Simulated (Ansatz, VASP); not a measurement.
Ru in VASP and in Ansatz

```
CELL_PARAMETERS angstrom
3.70506 0.00000 0.00000
-1.85253 3.20867 0.00000
0.00000 0.00000 5.43921
ATOMIC_POSITIONS crystal
Ru 0.00000 0.00000 0.87699
Ru 0.00000 0.00000 0.37699
Ru 0.33333 0.66667 0.12801
Ru 0.66667 0.33333 0.62801
```

Alike in both runs: functional PBE; k mesh 6 × 6 × 2; occupations gaussian, width 0.1 eV; no spin polarisation.

Ansatz relaxed the structure, and its values are those at the end. VASP's run is a single point on that final structure, the one shown.

```csv
,VASP,Ansatz
version,VASP 6.6.1,Ansatz 0.2.0
potentials or method,"VASP PAW PBE potentials, release 64 (Ru_pv), cutoff 520 eV","scalar-relativistic, plane waves, PAW"
valence electrons in the cell,56,64
```

|  | VASP | Ansatz | Ansatz less VASP |
| --- | --- | --- | --- |
| gap on the k mesh at the Fermi level (eV) | none | none | - |
| pressure (GPa) | 0.0 | -0.1 | -0.04 |

A gap of «none» marks a metal or a gap that the smearing closes. VASP's potentials hold 56 valence electrons a cell and Ansatz's 64, so a difference there can come from the potentials and not from the codes.

The k mesh is coarse, so the values compare programs but aren't converged.
